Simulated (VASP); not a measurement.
# K3In3Si2Au in VASP: further runs, part 2 of 2

VASP 6.6.1. The steps go on from the part before.

## (3) Single point, PBEsol

The input, INCAR:

```
PREC = Accurate
ENCUT = 520
EDIFF = 1E-7
ISMEAR = 0
SIGMA = 0.025
LREAL = F
LASPH = T
NELM = 60
ALGO = Normal
ISIF = 2
LWAVE = F
LCHARG = F
GGA = PS
NBANDS = 52
NELECT = 86.0
```

The input, KPOINTS:

```
regular mesh
0
Gamma
  3 3 4
```

The input, POSCAR:

```
K3In3Si2Au
1.0
    7.8696250000      0.0000000000      0.0000000000
   -3.9348120000      6.8153000000      0.0000000000
    0.0000000000      0.0000000000      4.7560060000
K Au In Si
3 1 3 2
Direct
    0.4197000000      0.0000000000      0.5000000000
    0.5803000000      0.5803000000      0.5000000000
    0.0000000000      0.4197000000      0.5000000000
    0.0000000000      0.0000000000      0.5000000000
    0.7512000000      0.0000000000      0.0000000000
    0.2488000000      0.2488000000      0.0000000000
    0.0000000000      0.7512000000      0.0000000000
    0.3333000000      0.6667000000      0.0000000000
    0.6667000000      0.3333000000      0.0000000000
```

Potentials or basis: VASP PAW PBE potentials, release 64 (K_sv, Au, In_d, Si).

Started as:

```console
$ cat potpaw_PBE.64/K_sv/POTCAR potpaw_PBE.64/Au/POTCAR potpaw_PBE.64/In_d/POTCAR potpaw_PBE.64/Si/POTCAR > POTCAR
$ mpirun -np 1 vasp_std > vasp.out
```

OUTCAR:

```text
PREC = Accurate
   ENCUT = 520
   EDIFF = 1E-7
   ISMEAR = 0
   LREAL = F
   LASPH = T
   NELM = 60
   ISIF = 2
   GGA = PS
   NELECT = 86.0

 ion  position               nearest neighbor table
   1  0.420  0.000  0.500-   4 3.30   8 3.35   8 3.35   9 3.35   9 3.35   5 3.53   5 3.53   6 3.73
                             6 3.73   7 3.73   7 3.73
   2  0.580  0.580  0.500-   4 3.30   8 3.35   8 3.35   9 3.35   9 3.35   6 3.53   6 3.53   7 3.73
                             7 3.73   5 3.73   5 3.73
   3  0.000  0.420  0.500-   4 3.30   9 3.35   9 3.35   8 3.35   8 3.35   7 3.53   7 3.53   6 3.73
                             6 3.73   5 3.73   5 3.73
   4  0.000  0.000  0.500-   5 3.08   5 3.08   7 3.08   7 3.08   6 3.08   6 3.08   1 3.30   3 3.30
                             2 3.30
   5  0.751  0.000  0.000-   9 3.01   8 3.01   4 3.08   4 3.08   7 3.39   6 3.39   1 3.53   1 3.53
                             2 3.73   2 3.73   3 3.73   3 3.73
   6  0.249  0.249  0.000-   9 3.01   8 3.01   4 3.08   4 3.08   5 3.39   7 3.39   2 3.53   2 3.53
                             3 3.73   3 3.73   1 3.73   1 3.73
   7  0.000  0.751  0.000-   8 3.01   9 3.01   4 3.08   4 3.08   5 3.39   6 3.39   3 3.53   3 3.53
                             2 3.73   2 3.73   1 3.73   1 3.73
   8  0.333  0.667  0.000-   7 3.01   5 3.01   6 3.01   1 3.35   1 3.35   3 3.35   3 3.35   2 3.35
                             2 3.35
   9  0.667  0.333  0.000-   5 3.01   7 3.01   6 3.01   3 3.35   3 3.35   1 3.35   1 3.35   2 3.35
                             2 3.35

  LATTYP: Found a hexagonal cell.
 ALAT       =     7.8696250000
 C/A-ratio  =     0.6043497625

  Lattice vectors:

 A1 = (   7.8696250000,   0.0000000000,   0.0000000000)
 A2 = (  -3.9348120000,   6.8153000000,   0.0000000000)
 A3 = (   0.0000000000,   0.0000000000,   4.7560060000)

Analysis of symmetry for initial positions (statically):
=====================================================================
 Subroutine PRICEL returns:
 Original cell was already a primitive cell.

 Routine SETGRP: Setting up the symmetry group for a
 hexagonal supercell.

 Subroutine GETGRP returns: Found  4 space group operations
 (whereof  4 operations were pure point group operations)
 out of a pool of 24 trial point group operations.

The static configuration has the point symmetry C_2v.

Analysis of symmetry for dynamics (positions and initial velocities):
=====================================================================
 Subroutine PRICEL returns:
 Original cell was already a primitive cell.

 Routine SETGRP: Setting up the symmetry group for a
 hexagonal supercell.

 Subroutine GETGRP returns: Found  4 space group operations
 (whereof  4 operations were pure point group operations)
 out of a pool of 24 trial point group operations.

The dynamic configuration has the point symmetry C_2v.

 Subroutine INISYM returns: Found  4 space group operations
 (whereof  4 operations are pure point group operations),
 and found     1 'primitive' translations

----------------------------------------------------------------------------------------

                                     Primitive cell

  volume of cell :     255.0829

  direct lattice vectors                    reciprocal lattice vectors
     7.869625000  0.000000000  0.000000000     0.127070858  0.073364333  0.000000000
    -3.934812000  6.815300000  0.000000000     0.000000000  0.146728684  0.000000000
[... 69 lines left out ...]
   number of dos      NEDOS =    301   number of ions     NIONS =      9
   total plane-waves  NPLWV = 129600
   dimension x,y,z NGX =    60 NGY =   60 NGZ =   36
   dimension x,y,z NGXF=   120 NGYF=  120 NGZF=   72
   ions per type =               3   1   3   2
   NGX,Y,Z   is equivalent  to a cutoff of  12.68, 12.68, 12.58 a.u.
   NGXF,Y,Z  is equivalent  to a cutoff of  25.35, 25.35, 25.17 a.u.
 SYSTEM =  unknown system
   PREC   = accura    normal or accurate (medium, high low for compatibility)
   ISTART =      0    job   : 0-new  1-cont  2-samecut
   ICHARG =      2    charge: 1-file 2-atom 10-const
   ISPIN  =      1    spin polarized calculation?
   LNONCOLLINEAR =      F non collinear calculations
   LSORBIT =      F    spin-orbit coupling
   LASPH  =      T    aspherical Exc in radial PAW
   ENCUT  =  520.0 eV  38.22 Ry    6.18 a.u.  14.63 14.63  8.84*2*pi/ulx,y,z
   NELM   =     60;   NELMIN=  2; NELMDL= -5     # of ELM steps
   EDIFF  = 0.1E-06   stopping-criterion for ELM
   LREAL  =      F    real-space projection
   EDIFFG = 0.1E-05   stopping-criterion for IOM
   NSW    =      0    number of steps for IOM
   IBRION =     -1    ionic relax: 0-MD 1-quasi-New 2-CG
   NFREE  =      0    steps in history (QN), initial steepest desc. (CG)
   ISIF   =      2    stress and relaxation
   ISYM   =      2    0-nonsym 1-usesym 2-fastsym
   POTIM  = 0.5000    time-step for ionic-motion
   TEBEG  =    0.0;   TEEND  =   0.0 temperature during run
   PSTRESS=    0.0 pullay stress
   NELECT =      86.0000    total number of electrons
   NUPDOWN=      -1.0000    fix difference up-down
   EMIN   =  10.00;   EMAX   =-10.00  energy-range for DOS
   EFERMI =   0.00;   METHOD = LEGACY
   ISMEAR =     0;   SIGMA  =   0.03  broadening in eV -4-tet -1-fermi 0-gaus
   EFERMI_NEDOS =   21; number of points for ismear=-14 and -15
   IALGO  =     38    algorithm
   IMIX   =      4    mixing-type and parameters
     AMIX     =   0.40;   BMIX     =  1.00
     AMIX_MAG =   1.60;   BMIX_MAG =  1.00
  volume/ion in A,a.u.               =      28.34       191.26
  Fermi-wavevector in a.u.,A,eV,Ry     =   1.139411  2.153175 17.663873  1.298258
  Thomas-Fermi vector in A             =   2.276115
   LORBIT       =      0    0 simple, 1 ext, 2 COOP (PROOUT), +10 PAW based schemes
   GGA     = PS    functional components
   LHFCALC =     F    Hartree Fock is set to
   AEXX    =    0.0000 exact exchange contribution
   IVDW    =     0    specifies the selected vdW correction
   LEPSILON=     F    determine dielectric tensor
   LRPA    =     F    only Hartree local field effects (RPA)
 non-spin polarized calculation
 Gauss-broadening in eV      SIGMA  =   0.03
  energy-cutoff  :      520.00
  volume of cell :      255.08
 maximum number of plane-waves:      6894
 NGX is ok and might be reduce to    60
   NGX = 29   NGY = 29   NGZ = 17

 number of electron      86.0000013 magnetization

 Free energy of the ion-electron system (eV)
  ---------------------------------------------------
  ext. energy  EPLUGINS =         0.00000000
  ---------------------------------------------------
  free energy    TOTEN  =       -23.12901369 eV

  energy without entropy =      -23.12299787  energy(sigma->0) =      -23.12600578

 E-fermi :   3.8638     XC(G=0):  -9.2768

 val. band max:        3.8604772526   @ k =   0.3333   0.3333   0.0000
 cond. band min:       3.8663837866   @ k =  -0.3333   0.3333   0.0000
 fundamental gap:      0.0059065340
 Fermi energy:         3.8637613934

 k-point     1 :       0.0000    0.0000    0.0000
  band No.  band energies     occupation
      1     -26.4734      2.00000
      2     -26.4585      2.00000
      3     -26.4581      2.00000
      4     -10.6897      2.00000
      5     -10.6640      2.00000
      6     -10.6617      2.00000
[... 649 lines left out ...]
     51       8.0573      0.00000
     52       8.3683      0.00000

------------------------ aborting loop because EDIFF is reached ----------------------------------------

  FORCE on cell =-STRESS in cart. coord.  units (eV):
  Direction    XX          YY          ZZ          XY          YZ          ZX
  --------------------------------------------------------------------------------------
  -------------------------------------------------------------------------------------
  Total        2.1815654      2.1832088      5.7355178      0.0014207      0.0000000      0.0000000
  in kB       13.7024242     13.7127465     36.0248186      0.0089235      0.0000000      0.0000000
  external PRESSURE =      21.1466631 kB  Pullay stress =       0.0000000 kB

 VOLUME and BASIS-vectors are now :
 -----------------------------------------------------------------------------
  energy-cutoff  :      520.00
  volume of cell :      255.08
      direct lattice vectors                 reciprocal lattice vectors
     7.869625000  0.000000000  0.000000000     0.127070858  0.073364333  0.000000000
    -3.934812000  6.815300000  0.000000000     0.000000000  0.146728684  0.000000000
     0.000000000  0.000000000  4.756006000     0.000000000  0.000000000  0.210260458

 POSITION                                       TOTAL-FORCE (eV/Angst)
 -----------------------------------------------------------------------------------
      3.30288      0.00000      2.37800        -0.047170      0.000174      0.000000
      2.28337      3.95492      2.37800         0.023426      0.040575      0.000000
     -1.65144      2.86038      2.37800         0.023736     -0.040764      0.000000
      0.00000      0.00000      2.37800         0.000039      0.000068      0.000000
      5.91166      0.00000      0.00000        -0.130193     -0.000084      0.000000
      0.97898      1.69565      0.00000         0.064910      0.112428      0.000000
     -2.95583      5.11965      0.00000         0.065024     -0.112793      0.000000
     -0.00039      4.54376      0.00000         0.000887     -0.000248      0.000000
      3.93521      2.27154      0.00000        -0.000658      0.000644      0.000000
 -----------------------------------------------------------------------------------
    total drift:                               -0.000009      0.000017      0.000000

  FREE ENERGIE OF THE ION-ELECTRON SYSTEM (eV)
  ---------------------------------------------------
  free  energy   TOTEN  =       -23.1290136888 eV

  energy  without entropy=      -23.1229978707  energy(sigma->0) =      -23.12600578
```

Run time: 6.2 min. Hardware: 1 thread of Intel Xeon 8259CL, shared host; peak memory 0.44 GiB.

What came out:

* Free energy: -23.1290 eV
* Largest force: 0.130 eV/Å

Forces on the atoms (eV/Å):
```
K   -0.047  0.000  0.000
K    0.023  0.041  0.000
K    0.024 -0.041  0.000
Au   0.000  0.000  0.000
In  -0.130  0.000  0.000
In   0.065  0.112  0.000
In   0.065 -0.113  0.000
Si   0.001  0.000  0.000
Si  -0.001  0.001  0.000
```

Caveat: the cell carries a net charge on a neutralising background, which shifts energy and pressure; the cell is charged against a uniform background, so pressure and absolute levels hang on convention; the PAW data sets were made with another functional, which shifts forces and pressure a little; spin-orbit coupling is left out, which moves the levels of the heavy elements.
